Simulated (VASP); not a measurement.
Write the native input for VASP 6.6.1 that does the following.

- Task: single point
- Functional: PBE
- Potentials or basis: VASP PAW PBE potentials, release 64 (Al, N)
- Cutoff: 600 eV
- k mesh: 2 × 2 × 2
- Occupations: fermi-dirac, width 0.05 eV
- Spin: no spin polarisation
- Dipole correction: no
- Further INCAR settings: ALGO = Normal; EDIFF = 1e-06; NBANDS = 46

The structure of AlN lies in POSCAR:

```
AlN
1.0
    0.0000000000      4.3679880000      4.3679880000
    4.3679880000      0.0000000000      4.3679880000
    4.3679880000      4.3679880000      0.0000000000
Al N
8 8
Direct
    0.0000000000      0.0000000000      0.0000000000
    0.0000000000      0.0000000000      0.5000000000
    0.0000000000      0.5000000000      0.0000000000
    0.0000000000      0.5000000000      0.5000000000
    0.5000000000      0.0000000000      0.0000000000
    0.5000000000      0.0000000000      0.5000000000
    0.5000000000      0.5000000000      0.0000000000
    0.5000000000      0.5000000000      0.5000000000
    0.3750000000      0.3750000000      0.3750000000
    0.3750000000      0.3750000000      0.8750000000
    0.3750000000      0.8750000000      0.3750000000
    0.3750000000      0.8750000000      0.8750000000
    0.8750000000      0.3750000000      0.3750000000
    0.8750000000      0.3750000000      0.8750000000
    0.8750000000      0.8750000000      0.3750000000
    0.8750000000      0.8750000000      0.8750000000
```

These files were run (other wordings do the same):

INCAR

```
ALGO = Normal
EDIFF = 1E-6
ENCUT = 600
GGA = PE
GGA_COMPAT = F
ISIF = 2
ISMEAR = -1
LASPH = T
LCHARG = F
LREAL = F
LWAVE = F
NBANDS = 46
NELM = 120
PREC = Accurate
SIGMA = 0.05
```

KPOINTS

```
k-points
0
Gamma
  2 2 2
```

Potentials or basis: VASP PAW PBE potentials, release 64 (Al, N).

Command:

```bash
$ cat potpaw_PBE.64/Al/POTCAR potpaw_PBE.64/N/POTCAR > POTCAR
$ mpirun -np 1 vasp_std > vasp.out
```

It gave:

| Quantity | Value |
| --- | --- |
| Pressure | 4.5 GPa |
| Band gap on the k mesh | 3.29 eV |

Caveat: the k points lie up to 0.62 Å⁻¹ apart.

Wall time 43 s on 1 thread of Intel(R) Xeon(R) Platinum 8375C CPU @ 2.90GHz (Ice Lake), with other jobs on the host, peak memory 0.33 GiB.
